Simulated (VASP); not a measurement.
## Ta: single point with PBEsol

The system is Ta.

```
Ta
1.0
    -1.65500    1.65500    1.65500
     1.65500   -1.65500    1.65500
     1.65500    1.65500   -1.65500
Ta
1
Direct
  0.00000 0.00000 0.00000
```

```json
{
 "Program": "VASP 6.6.1",
 "Task": "single point",
 "Functional": "PBEsol",
 "Potentials or basis": "VASP PAW PBE potentials, release 64 (Ta_pv)",
 "Cutoff": "520 eV",
 "k mesh": "14 × 14 × 14",
 "Occupations": "gaussian, width 0.05 eV",
 "Spin": "no spin polarisation"
}
```

| Property | Result |
| --- | --- |
| Pressure | -5.0 GPa |

Levels at points of the mesh, in eV from the Fermi level:
```
           k point  band 1  band 2  band 3  band 4  band 5  band 6  band 7  band 8  band 9  band 10
(0.00, 0.00, 0.00)  -33.03  -33.03  -33.03   -7.88    0.74    0.74    0.74    3.99    3.99    14.66
(0.50, 0.00, 0.00)  -34.18  -33.40  -33.04   -4.33   -1.51    1.61    3.87    4.89    7.76    11.62
(0.50, 0.50, 0.50)  -33.84  -33.84  -33.84   -3.75   -3.75    6.81    6.81    6.81    8.63     8.63
```

Run time: 25 s on 1 thread of Intel Xeon 8259CL, on a shared host, peak memory 0.15 GiB.

Caveat: the PAW data sets were made with another functional, which shifts forces and pressure a little; spin-orbit coupling is left out, which moves the levels of the heavy elements.
